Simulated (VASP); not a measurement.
Wanted: the native input for a VASP 6.6.1 run.

| Property | Result |
| --- | --- |
| Task | single point |
| Functional | PBE |
| Potentials or basis | VASP PAW PBE potentials, release 64 (Ca_sv, S) |
| Cutoff | 500 eV |
| k mesh | 8 × 8 × 8 |
| Occupations | gaussian, width 0.05 eV |
| Spin | no spin polarisation |
| Dipole correction | no |
| Further INCAR settings | ALGO = Normal; EDIFF = 1e-06; NBANDS = 15 |

The structure of CaS lies in POSCAR:

```
CaS
1.0
    0.0000000000      2.8430000000      2.8430000000
    2.8430000000      0.0000000000      2.8430000000
    2.8430000000      2.8430000000      0.0000000000
Ca S
1 1
Direct
    0.0000000000      0.0000000000      0.0000000000
    0.5000000000      0.5000000000      0.5000000000
```

One way to write it, as run:

INCAR

```
PREC = Accurate
ENCUT = 500
EDIFF = 1E-6
ISMEAR = 0
SIGMA = 0.05
LREAL = F
LASPH = T
NELM = 120
ALGO = Normal
ISIF = 2
LWAVE = F
LCHARG = F
GGA = PE
NBANDS = 15
GGA_COMPAT = F
```

KPOINTS

```
regular mesh
0
Gamma
  8 8 8
```

Potentials or basis: VASP PAW PBE potentials, release 64 (Ca_sv, S).

The run is started by

```sh
$ cat potpaw_PBE.64/Ca_sv/POTCAR potpaw_PBE.64/S/POTCAR > POTCAR
$ mpirun -np 1 vasp_std > vasp.out
```

Results of the run:

* Pressure: 1.0 GPa
* Band gap on the k mesh: 2.35 eV (least direct gap 3.16 eV)

It took 27 s on 1 thread of Intel Xeon 8259CL (shared host), peak memory 0.17 GiB.
